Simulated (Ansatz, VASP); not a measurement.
## ZnS in VASP and in Ansatz

The input INCAR:

```
  ALGO = Normal
  EDIFF = 1E-6
  EDIFFG = -0.04
  ENCUT = 600
  GGA = PE
  IBRION = 2
  ISIF = 3
  ISMEAR = 0
  LASPH = T
  LCHARG = F
  LREAL = F
  LWAVE = F
  NELM = 100
  NSW = 90
  PREC = Accurate
  SIGMA = 0.1
```

KPOINTS

```
k-points
0
Gamma
  4 4 4
```

The input POSCAR:

```
ZnS
1.0
    3.9975672600      0.0000000000      0.0000000000
    0.0000000000      3.9975672600      0.0000000000
    0.0000000000      0.0000000000      5.6534138400
Zn S
2 2
Direct
    0.5000000000      0.5000000000      0.2500000000
    0.5000000000      0.5000000000      0.7500000000
    0.0000000000      0.5000000000      0.0000000000
    0.5000000000      0.0000000000      0.5000000000
```

Input for Ansatz:

```yaml
crystal:
  lattice:
    - [3.99756726, 0.0, 0.0]
    - [0.0, 3.99756726, 0.0]
    - [0.0, 0.0, 5.65341384]
  atoms:
    - { symbol: Zn, position: [0.5, 0.5, 0.25] }
    - { symbol: Zn, position: [0.5, 0.5, 0.75] }
    - { symbol: S, position: [0.0, 0.5, 0.0] }
    - { symbol: S, position: [0.5, 0.0, 0.5] }
basis:
  ecutwfc: 420
kpoints:
  mp_grid: { grid: [4, 4, 4] }
hamiltonian:
  xc: pbe
scf:
  occupations: { method: gaussian, width: 0.1 }
  lower_state_search: "off"
output:
  forces: true
  stress: true
  eigenvalues: true
relax:
  adjacent_minimum: "off"
  f_tol: 0.04
  max_steps: 70
  cell: { stress_tol: 0.4 }
```

Change from the starting cell: ordered vacancies on the cation sites of antifluorite (P4_2/mmc, No. 131).

Alike in both runs: task relaxation of cell and atoms; functional PBE; k mesh 4 × 4 × 4; occupations gaussian, width 0.1 eV; no spin polarisation.

|  | VASP | Ansatz |
| --- | --- | --- |
| version | VASP 6.6.1 | Ansatz 0.2.0 |
| potentials or method | VASP PAW PBE potentials, release 64 (Zn, S), cutoff 600 eV | scalar-relativistic, plane waves, PAW |
| valence electrons in the cell | 36 | 36 |

Ansatz gave:

| Property | Result |
| --- | --- |
| gap on the k mesh at the Fermi level, each at its own relaxed structure (eV) | none |
| relaxed volume (Å³/atom) | 20.39 |
| relaxed length of the cell vector where the two differ most in proportion (Å) | 6.033 |

**Question.** What did VASP give for the same quantities?

**Answer.** gap on the k mesh at the Fermi level, each at its own relaxed structure (eV): none; relaxed volume (Å³/atom): 20.43; relaxed length of the cell vector where the two differ most in proportion (Å): 6.045.

A gap of «none» marks a metal or a gap that the smearing closes.

The k mesh is coarse, so the values compare programs but aren't converged.
